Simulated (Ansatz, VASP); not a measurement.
One calculation of AlInSb2, two programs

File INCAR:

```
  PREC = Accurate
  ENCUT = 520
  EDIFF = 1E-6
  ISMEAR = 0
  SIGMA = 0.05
  LREAL = F
  LASPH = T
  NELM = 60
  ALGO = Normal
  ISIF = 2
  LWAVE = F
  LCHARG = F
  GGA = CA
  NBANDS = 21
```

Contents of KPOINTS:

```
Automatic mesh
0
Gamma
  8 8 6
```

POSCAR

```
AlInSb2
1.0
    4.4375919547      0.0000000000      0.0000000000
    0.0000000000      4.4375919547      0.0000000000
    0.0000000000      0.0000000000      6.2673789797
Al In Sb
1 1 2
Direct
    0.0000000000      0.0000000000      0.0000000000
    0.5000000000      0.5000000000      0.5000000000
    0.0000000000      0.5000000000      0.2539107108
    0.5000000000      0.0000000000      0.7460892892
```

Input for Ansatz:

```yaml
crystal:
  lattice:
    - [4.4375919547, 0.0, 0.0]
    - [0.0, 4.4375919547, 0.0]
    - [0.0, 0.0, 6.2673789797]
  atoms:
    - { symbol: Al, position: [0.0, 0.0, 0.0] }
    - { symbol: In, position: [0.5, 0.5, 0.5] }
    - { symbol: Sb, position: [0.0, 0.5, 0.2539107108] }
    - { symbol: Sb, position: [0.5, 0.0, 0.7460892892] }
basis:
  ecutwfc: 420
kpoints:
  mp_grid: { grid: [8, 8, 6] }
hamiltonian:
  xc: lda
  pseudopotentials: { kind: paw }
scf:
  occupations: { method: gaussian, width: 0.05 }
output:
  forces: true
  stress: true
  eigenvalues: true
```

Alike in both runs: task single point; functional LDA; k mesh 8 × 8 × 6; occupations gaussian, width 0.05 eV; no spin polarisation.

|  | VASP | Ansatz |
| --- | --- | --- |
| version | VASP 6.6.1 | Ansatz 0.2.0 |
| potentials or method | VASP PAW LDA potentials, release 64 (Al, In_d, Sb), cutoff 520 eV | scalar-relativistic, plane waves, PAW |
| valence electrons in the cell | 26 | 46 |

Ansatz gave:

```
gap on the k mesh at the Fermi level (eV)                     : 0.53
least direct gap on the mesh (eV)                             : 0.53
pressure (GPa)                                                : 0.6
traceless stress, the component that is largest in VASP (GPa) : -0.09
rms of the force components (eV/Å)                            : 0.512
```

Problem. What did VASP give for the same quantities?

Solution. gap on the k mesh at the Fermi level (eV): 0.58; least direct gap on the mesh (eV): 0.58; pressure (GPa): 0.8; traceless stress, the component that is largest in VASP (GPa): -0.09; rms of the force components (eV/Å): 0.510.

LDA's correlation is that of Perdew and Zunger in VASP and of Perdew and Wang (1992) in Ansatz. Atom by atom the forces differ by 0.002 eV/Å (rms over components). VASP's potentials hold 26 valence electrons a cell and Ansatz's 46, so a difference there can come from the potentials and not from the codes.

Neither program's run includes spin-orbit coupling.
